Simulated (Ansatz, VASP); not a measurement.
**One calculation of MgO, two programs**

```xyz
8
Lattice="4.1607 0.0000 0.0000 0.0000 -4.1607 0.0000 0.0000 0.0000 -4.1607" Properties=species:S:1:pos:R:3 pbc="T T T"
Mg   -0.2206   -4.3813   -4.4727
Mg    2.0804   -2.0804   -4.1607
Mg    2.0804   -4.1607   -2.0804
Mg    0.0000   -2.0804   -2.0804
O     2.0804    0.0000    0.0000
O     0.0000   -2.0804    0.0000
O     0.0000    0.0000   -2.0804
O     2.0804   -2.0804   -2.0804
```

Alike in both runs: task single point; functional LDA; k mesh 6 × 6 × 6; occupations gaussian, width 0.05 eV; no spin polarisation.

```csv
,VASP,Ansatz
version,VASP 6.6.1,Ansatz 0.2.0
potentials or method,"VASP PAW LDA potentials, release 64 (Mg_sv, O), cutoff 840 eV","scalar-relativistic, plane waves, PAW"
valence electrons in the cell,64,64
```

```tsv
	VASP	Ansatz	Ansatz less VASP
gap on the k mesh at the Fermi level (eV)	4.97	4.96	-0.007
least direct gap on the mesh (eV)	4.97	4.96	-0.007
pressure (GPa)	6.6	6.0	-0.60
traceless stress, the component that is largest in VASP (GPa)	3.30	3.21	-0.095
rms of the force components (eV/Å)	1.213	1.182	-0.0307
```

Ansatz warns that its potentials were made for another functional, while VASP's fit it. LDA's correlation is that of Perdew and Zunger in VASP and of Perdew and Wang (1992) in Ansatz. Atom by atom the forces differ by 0.034 eV/Å (rms over components).
